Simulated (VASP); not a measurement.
Runs of VASP 6.6.1 on AlCo. The structure is that of space group Pm-3m (No. 221), or close to it. The cells are those of the table. 

```csv
task,spin,cell,k mesh,k mesh for the DOS,occupations for the DOS,gap on the mesh (eV),pressure (GPa)
single point,"collinear, ferromagnetic start","a = 2.853 Å, 2 atoms",6 × 6 × 6,-,-,none,0.5
single point,off,"a = 2.908 Å, 2 atoms",20 × 20 × 20,-,-,none,-9.2
single point,off,"a = 2.733 Å, 2 atoms",20 × 20 × 20,-,-,none,(a)
single point,off,"a = 2.794 Å, 2 atoms",20 × 20 × 20,-,-,none,12.2
single point,off,"a = 2.764 Å, 2 atoms",20 × 20 × 20,-,-,none,(b)
single point,off,"a = 2.944 Å, 2 atoms",20 × 20 × 20,-,-,none,-13.9
single point,off,"a = 2.880 Å, 2 atoms",20 × 20 × 20,-,-,none,-5.0
```

Alike in all rows: level PBE; potentials or basis VASP PAW PBE potentials, release 64 (Al, Co); cutoff (eV) 520; smearing gaussian 0.1 eV.

Q: Fill in the values left out.

A: (a) 29.7; (b) 20.2.

Caveats: some runs use coarse meshes.

A gap of «none» marks levels without a gap at the run's occupations.
